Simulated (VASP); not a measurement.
# Ti (I4/mmm) in VASP: notebook, part 2 of 2

VASP 6.6.1. Earlier steps stand in the parts before.

**4. Single point, r2SCAN (strain +0.000 along x and y, +0.040 along z)**

File POSCAR:

```
Ti
1.0
    0.0000000000      2.0300000000      2.1112000000
    2.0300000000      0.0000000000      2.1112000000
    2.0300000000      2.0300000000      0.0000000000
Ti
1
Direct
    0.0000000000      0.0000000000      0.0000000000
```

File INCAR.step1:

```
SYSTEM = Ti
  PREC = Accurate
  ENCUT = 520
  ISMEAR = 0
  SIGMA = 0.15
  LREAL = .FALSE.
  LASPH = .TRUE.
  NELM = 80
  NBANDS = 12
  GGA = PE
  ALGO = Normal
  EDIFF = 1E-4
  LWAVE = .TRUE.
  LCHARG = .FALSE.
```

File INCAR.step2:

```
SYSTEM = Ti
  PREC = Accurate
  ENCUT = 520
  EDIFF = 1E-6
  ISMEAR = 0
  SIGMA = 0.15
  LREAL = .FALSE.
  LASPH = .TRUE.
  NELM = 80
  ALGO = Normal
  ISIF = 2
  LWAVE = .FALSE.
  LCHARG = .TRUE.
  METAGGA = R2SCAN
  LMIXTAU = .TRUE.
  LELF = .TRUE.
  LVHAR = .TRUE.
  NBANDS = 12
  ISTART = 1
```

File KPOINTS:

```
Automatic mesh
0
G
  20 20 20
  0 0 0
```

Potentials or basis: VASP PAW PBE potentials, release 64 (Ti_sv).

Launch:

```sh
$ cat potpaw_PBE.64/Ti_sv/POTCAR > POTCAR
$ cp INCAR.step1 INCAR
$ mpirun -np 1 vasp_std > vasp.out
$ cp INCAR.step2 INCAR
$ mpirun -np 1 vasp_std > vasp.out
```

OUTCAR:

```text
SYSTEM = Ti
   PREC = Accurate
   ENCUT = 520
   EDIFF = 1E-6
   ISMEAR = 0
   LREAL = .FALSE.
   LASPH = .TRUE.
   NELM = 80
   ISIF = 2
   METAGGA = R2SCAN
   ISTART = 1

 ion  position               nearest neighbor table
   1  0.000  0.000  0.000-

  LATTYP: Found a body centered tetragonal cell.
 ALAT       =     2.8708535316
 C/A-ratio  =     1.4707821049

  Lattice vectors:

 A1 = (  -2.0300000000,   0.0000000000,   2.1112000000)
 A2 = (   2.0300000000,   0.0000000000,   2.1112000000)
 A3 = (   0.0000000000,   2.0300000000,  -2.1112000000)

[... 531 lines left out ...]
      5       5.0508      2.00000
      6       8.1495      1.41524
      7       9.0836      0.00000
      8       9.4959      0.00000
      9      11.4543      0.00000
     10      11.9078      0.00000
     11      18.5327      0.00000
     12      23.6998      0.00000

 [... further k-points ...]
[... 5 lines left out ...]
  --------------------------------------------------------------------------------------
  -------------------------------------------------------------------------------------
  Total        0.0628148      0.0628148     -0.0801415      0.0000000      0.0000000     -0.0000000
  in kB        5.7839089      5.7839089     -7.3793226      0.0000000      0.0000000     -0.0000000
  external PRESSURE =       1.3961651 kB  Pullay stress =       0.0000000 kB

 VOLUME and BASIS-vectors are now :
 -----------------------------------------------------------------------------
  energy-cutoff  :      520.00
  volume of cell :       17.40
      direct lattice vectors                 reciprocal lattice vectors
     0.000000000  2.030000000  2.111200000    -0.246305419  0.246305419  0.236832133
     2.030000000  0.000000000  2.111200000     0.246305419 -0.246305419  0.236832133
     2.030000000  2.030000000  0.000000000     0.246305419  0.246305419 -0.236832133

 POSITION                                       TOTAL-FORCE (eV/Angst)
 -----------------------------------------------------------------------------------
      0.00000      0.00000      0.00000        -0.000000     -0.000000      0.000000
 -----------------------------------------------------------------------------------
    total drift:                                0.000000     -0.000000     -0.000000

  FREE ENERGIE OF THE ION-ELECTRON SYSTEM (eV)
  ---------------------------------------------------
  free  energy   TOTEN  =       -12.8866546499 eV

  energy  without entropy=      -12.8685942698  energy(sigma->0) =      -12.87762446
```

OUTCAR.step1:

```text
SYSTEM = Ti
   PREC = Accurate
   ENCUT = 520
   ISMEAR = 0
   LREAL = .FALSE.
   LASPH = .TRUE.
   NELM = 80
[... 578 lines left out ...]
 -----------------------------------------------------------------------------------
      0.00000      0.00000      0.00000         0.000000      0.000000      0.000000
 -----------------------------------------------------------------------------------
    total drift:                               -0.000000      0.000000     -0.000000

  FREE ENERGIE OF THE ION-ELECTRON SYSTEM (eV)
  ---------------------------------------------------
  free  energy   TOTEN  =        -7.7856933616 eV

  energy  without entropy=       -7.7654863354  energy(sigma->0) =       -7.77558985
```

It took 2.6 min on 1 thread of Intel Xeon 6975P-C (Granite Rapids), shared host; peak memory 0.25 GiB.

What came out:

```yaml
Free_energy: -12.8867 eV
Pressure: 0.1 GPa
Band_gap_on_the_k_mesh: zero (band 6 reaches 9.11 eV, above the bottom of band 7 at 7.66 eV)
```

Levels at points of the mesh, in eV from the Fermi level:
| k point | band 2 | band 3 | band 4 | band 5 | band 6 | band 7 | band 8 | band 9 | band 10 | band 11 |
| --- | --- | --- | --- | --- | --- | --- | --- | --- | --- | --- |
| (0.00, 0.00, 0.00) | -33.85 | -33.85 | -33.85 | -6.46 | 0.80 | 1.11 | 1.11 | 2.61 | 2.97 | 15.80 |
| (0.50, 0.00, 0.00) | -34.55 | -33.96 | -33.92 | -2.70 | 0.45 | 0.76 | 1.11 | 3.75 | 3.90 | 8.57 |
| (0.50, 0.50, 0.00) | -34.49 | -34.06 | -34.06 | -2.65 | -1.69 | 2.29 | 3.90 | 4.05 | 4.05 | 10.54 |
| (0.50, 0.00, 0.50) | -34.50 | -34.14 | -34.08 | -2.64 | -1.79 | 3.07 | 3.87 | 3.94 | 4.18 | 11.23 |

Caveat: the cell differs from its parent crystal (strain +0.000 along x and y, +0.040 along z); the PAW data sets were made with another functional, which shifts forces and pressure a little.

**5. Single point, r2SCAN (strain +0.000 along x and y, +0.080 along z)**

File POSCAR:

```
Ti
1.0
    0.0000000000      2.0300000000      2.1924000000
    2.0300000000      0.0000000000      2.1924000000
    2.0300000000      2.0300000000      0.0000000000
Ti
1
Direct
    0.0000000000      0.0000000000      0.0000000000
```

File INCAR.step1:

```
SYSTEM = Ti
PREC = Accurate
ENCUT = 520
ISMEAR = 0
SIGMA = 0.15
LREAL = .False.
LASPH = .True.
NELM = 60
NBANDS = 12
GGA = PE
ALGO = Normal
EDIFF = 1E-4
LWAVE = .True.
LCHARG = .False.
```

File INCAR.step2:

```
SYSTEM = Ti
PREC = Accurate
ENCUT = 520
EDIFF = 1E-6
ISMEAR = 0
SIGMA = 0.15
LREAL = .False.
LASPH = .True.
NELM = 60
ALGO = Normal
ISIF = 2
LWAVE = .False.
LCHARG = .True.
METAGGA = R2SCAN
LMIXTAU = .True.
LELF = .True.
LVHAR = .True.
NBANDS = 12
ISTART = 1
```

File KPOINTS:

```
regular mesh
0
Gamma
  20 20 20
  0 0 0
```

Potentials or basis: VASP PAW PBE potentials, release 64 (Ti_sv).

Launch:

```sh
$ cat potpaw_PBE.64/Ti_sv/POTCAR > POTCAR
$ cp INCAR.step1 INCAR
$ mpirun -np 1 vasp_std > vasp.out
$ cp INCAR.step2 INCAR
$ mpirun -np 1 vasp_std > vasp.out
```

OUTCAR:

```text
SYSTEM = Ti
   PREC = Accurate
   ENCUT = 520
   EDIFF = 1E-6
   ISMEAR = 0
   LREAL = .False.
   LASPH = .True.
   NELM = 60
   ISIF = 2
   METAGGA = R2SCAN
   ISTART = 1

 ion  position               nearest neighbor table
   1  0.000  0.000  0.000-

  LATTYP: Found a body centered tetragonal cell.
 ALAT       =     2.8708535316
 C/A-ratio  =     1.5273506474

  Lattice vectors:

 A1 = (  -2.0300000000,   0.0000000000,   2.1924000000)
 A2 = (   2.0300000000,   0.0000000000,   2.1924000000)
 A3 = (   0.0000000000,   2.0300000000,  -2.1924000000)

Analysis of symmetry for initial positions (statically):
=====================================================================
 Subroutine PRICEL returns:
 Original cell was already a primitive cell.

 Routine SETGRP: Setting up the symmetry group for a
 body centered tetragonal supercell.

 Subroutine GETGRP returns: Found 16 space group operations
 (whereof 16 operations were pure point group operations)
 out of a pool of 16 trial point group operations.

The static configuration has the point symmetry D_4h.

Analysis of symmetry for dynamics (positions and initial velocities):
=====================================================================
 Subroutine PRICEL returns:
 Original cell was already a primitive cell.

 Routine SETGRP: Setting up the symmetry group for a
 body centered tetragonal supercell.

 Subroutine GETGRP returns: Found 16 space group operations
 (whereof 16 operations were pure point group operations)
 out of a pool of 16 trial point group operations.

The dynamic configuration has the point symmetry D_4h.

 Subroutine INISYM returns: Found 16 space group operations
 (whereof 16 operations are pure point group operations),
 and found     1 'primitive' translations

----------------------------------------------------------------------------------------

                                     Primitive cell

  volume of cell :      18.0693

[... 109 lines left out ...]
  Thomas-Fermi vector in A             =   2.548382
   LORBIT       =      0    0 simple, 1 ext, 2 COOP (PROOUT), +10 PAW based schemes
   METAGGA = R2SCAN    functional components
   LHFCALC =     F    Hartree Fock is set to
   AEXX    =    0.0000 exact exchange contribution
   IVDW    =     0    specifies the selected vdW correction
   LEPSILON=     F    determine dielectric tensor
   LRPA    =     F    only Hartree local field effects (RPA)
 non-spin polarized calculation
 Gauss-broadening in eV      SIGMA  =   0.15
  energy-cutoff  :      520.00
  volume of cell :       18.07
 maximum number of plane-waves:       504
   NGX = 11   NGY = 11   NGZ = 11

 number of electron      11.9999996 magnetization

 Free energy of the ion-electron system (eV)
  ---------------------------------------------------
  ext. energy  EPLUGINS =         0.00000000
  ---------------------------------------------------
  free energy    TOTEN  =       -12.87365275 eV

  energy without entropy =      -12.85389988  energy(sigma->0) =      -12.86377632

 E-fermi :   7.7955     XC(G=0): -12.2096

 val. band max:        7.7879257396   @ k =   0.2500   0.1000   0.0000
 cond. band min:       7.7960940991   @ k =  -0.2000   0.1000   0.0500
 fundamental gap:      0.0081683595
 Fermi energy:         7.7954921246

 k-point     1 :       0.0000    0.0000    0.0000
  band No.  band energies     occupation
      1     -51.3199      2.00000
      2     -26.1670      2.00000
      3     -26.1616      2.00000
      4     -26.1615      2.00000
      5       1.4396      2.00000
      6       8.3996      0.00000
      7       9.0085      0.00000
      8       9.0085      0.00000
      9      10.1110      0.00000
     10      10.8065      0.00000
     11      23.4831      0.00000
     12      26.8896      0.00000
[... 331 lines left out ...]
 k-point    24 :      -0.3500    0.0500    0.0000
  band No.  band energies     occupation
      1     -51.2256      2.00000
      2     -26.6888      2.00000
      3     -26.2663      2.00000
      4     -26.1972      2.00000
      5       4.7206      2.00000
      6       7.7189      1.53006
      7       8.5342      0.00000
      8       9.2100      0.00000
      9      10.8988      0.00000
     10      11.3654      0.00000
     11      17.7020      0.00000
     12      22.8532      0.00000

 [... further k-points ...]
[... 5 lines left out ...]
  --------------------------------------------------------------------------------------
  -------------------------------------------------------------------------------------
  Total       -0.3453200     -0.3453200     -0.6319751      0.0000000      0.0000000      0.0000000
  in kB      -30.6189581    -30.6189581    -56.0362033      0.0000000      0.0000000      0.0000000
  external PRESSURE =     -39.0913732 kB  Pullay stress =       0.0000000 kB

 VOLUME and BASIS-vectors are now :
 -----------------------------------------------------------------------------
  energy-cutoff  :      520.00
  volume of cell :       18.07
      direct lattice vectors                 reciprocal lattice vectors
     0.000000000  2.030000000  2.192400000    -0.246305419  0.246305419  0.228060573
     2.030000000  0.000000000  2.192400000     0.246305419 -0.246305419  0.228060573
     2.030000000  2.030000000  0.000000000     0.246305419  0.246305419 -0.228060573

 POSITION                                       TOTAL-FORCE (eV/Angst)
 -----------------------------------------------------------------------------------
      0.00000      0.00000      0.00000         0.000000     -0.000000     -0.000000
 -----------------------------------------------------------------------------------
    total drift:                               -0.000000      0.000000      0.000000

  FREE ENERGIE OF THE ION-ELECTRON SYSTEM (eV)
  ---------------------------------------------------
  free  energy   TOTEN  =       -12.8736527541 eV

  energy  without entropy=      -12.8538998761  energy(sigma->0) =      -12.86377632
```

Run time: 2.6 min. Hardware: 1 thread of Intel Xeon 6975P-C (Granite Rapids), shared host; peak memory 0.25 GiB.

Results:

```yaml
Free_energy: -12.8737 eV
Pressure: -3.9 GPa
Band_gap_on_the_k_mesh: zero (band 6 reaches 8.62 eV, above the bottom of band 7 at 7.28 eV)
```

Levels at points of the mesh, in eV from the Fermi level:
| k point | band 4 | band 5 | band 6 | band 7 | band 8 | band 9 |
| --- | --- | --- | --- | --- | --- | --- |
| (0.00, 0.00, 0.00) | -33.96 | -6.36 | 0.60 | 1.21 | 1.21 | 2.32 |
| (0.50, 0.00, 0.00) | -34.00 | -2.60 | 0.39 | 0.62 | 1.25 | 3.54 |
| (0.50, 0.50, 0.00) | -34.12 | -2.52 | -1.52 | 1.71 | 3.75 | 3.86 |
| (0.50, 0.00, 0.50) | -34.15 | -2.48 | -1.67 | 3.17 | 3.64 | 3.67 |

Caveat: the cell differs from its parent crystal (strain +0.000 along x and y, +0.080 along z); the PAW data sets were made with another functional, which shifts forces and pressure a little.

**6. Single point, r2SCAN (strain +0.040 along x and y, +0.000 along z)**

File POSCAR:

```
Ti
1.0
    0.0000000000      2.1112000000      2.0300000000
    2.1112000000      0.0000000000      2.0300000000
    2.1112000000      2.1112000000      0.0000000000
Ti
1
Direct
    0.0000000000      0.0000000000      0.0000000000
```

File INCAR.step1:

```
SYSTEM = Ti
PREC = Accurate ; ENCUT = 520
ISMEAR = 0 ; SIGMA = 0.15
LREAL = .False. ; LASPH = .True.
NELM = 60 ; NBANDS = 12
GGA = PE ; ALGO = Normal
EDIFF = 1E-4 ; LWAVE = .True.
LCHARG = .False.
```

File INCAR.step2:

```
SYSTEM = Ti
PREC = Accurate ; ENCUT = 520
EDIFF = 1E-7 ; ISMEAR = 0
SIGMA = 0.15 ; LREAL = .False.
LASPH = .True. ; NELM = 60
ALGO = Normal ; ISIF = 2
LWAVE = .False. ; LCHARG = .True.
METAGGA = R2SCAN ; LMIXTAU = .True.
LELF = .True. ; LVHAR = .True.
NBANDS = 12 ; ISTART = 1
```

KPOINTS is that of step 5.

Potentials or basis: VASP PAW PBE potentials, release 64 (Ti_sv).

Launch:

```sh
$ cat potpaw_PBE.64/Ti_sv/POTCAR > POTCAR
$ cp INCAR.step1 INCAR
$ mpirun -np 1 vasp_std > vasp.out
$ cp INCAR.step2 INCAR
$ mpirun -np 1 vasp_std > vasp.out
```

Wall time 2.9 min (1 thread of Intel Xeon 6975P-C (Granite Rapids), shared host); peak memory 0.26 GiB.

The run converged. Its results:

```yaml
Free_energy: -12.8786 eV
Pressure: -3.9 GPa
Band_gap_on_the_k_mesh: zero (band 6 reaches 8.72 eV, above the bottom of band 7 at 7.32 eV)
```

Stress tensor (GPa, compression positive):
```
-4.39  0.00  0.00
 0.00 -4.39  0.00
 0.00  0.00 -3.05
```

Levels at points of the mesh, in eV from the Fermi level:
| k point | band 3 | band 4 | band 5 | band 6 | band 7 | band 8 | band 9 | band 10 |
| --- | --- | --- | --- | --- | --- | --- | --- | --- |
| (0.00, 0.00, 0.00) | -33.97 | -33.97 | -6.37 | 0.89 | 0.89 | 1.17 | 2.52 | 2.84 |
| (0.50, 0.00, 0.00) | -34.07 | -34.03 | -2.61 | 0.36 | 0.75 | 1.09 | 3.57 | 3.72 |
| (0.50, 0.50, 0.00) | -34.21 | -34.21 | -2.48 | -1.73 | 3.15 | 3.70 | 3.87 | 3.87 |
| (0.50, 0.00, 0.50) | -34.19 | -34.15 | -2.50 | -1.61 | 2.38 | 3.70 | 3.75 | 3.96 |

Caveat: the cell differs from its parent crystal (strain +0.040 along x and y, +0.000 along z); the PAW data sets were made with another functional, which shifts forces and pressure a little.

**7. Summary**

```csv
cell,gap on the mesh (eV),pressure (GPa)
"a = 2.758, b = 2.758, c = 2.641 Å, angles 61.4, 61.4, 57.2°, 1 atom",none,31.9
"a = 2.699, b = 2.699, c = 2.756 Å, angles 59.3, 59.3, 61.4°, 1 atom",none,31.6
"a = 2.929, b = 2.929, c = 2.871 Å, angles 60.7, 60.7, 58.7°, 1 atom",none,0.1
"a = 2.988, b = 2.988, c = 2.871 Å, angles 61.3, 61.3, 57.4°, 1 atom",none,-3.9
"a = 2.929, b = 2.929, c = 2.986 Å, angles 59.4, 59.4, 61.3°, 1 atom",none,-3.9
```

Alike in all rows: task single point; level r2SCAN; potentials or basis VASP PAW PBE potentials, release 64 (Ti_sv); no spin polarisation; k mesh 20 × 20 × 20; cutoff (eV) 520; smearing gaussian 0.15 eV.

Caveats: the PAW data sets were made with another functional, which shifts forces and pressure a little.

Total energies depend on the potentials used, so only differences within one code and one set of settings carry meaning.
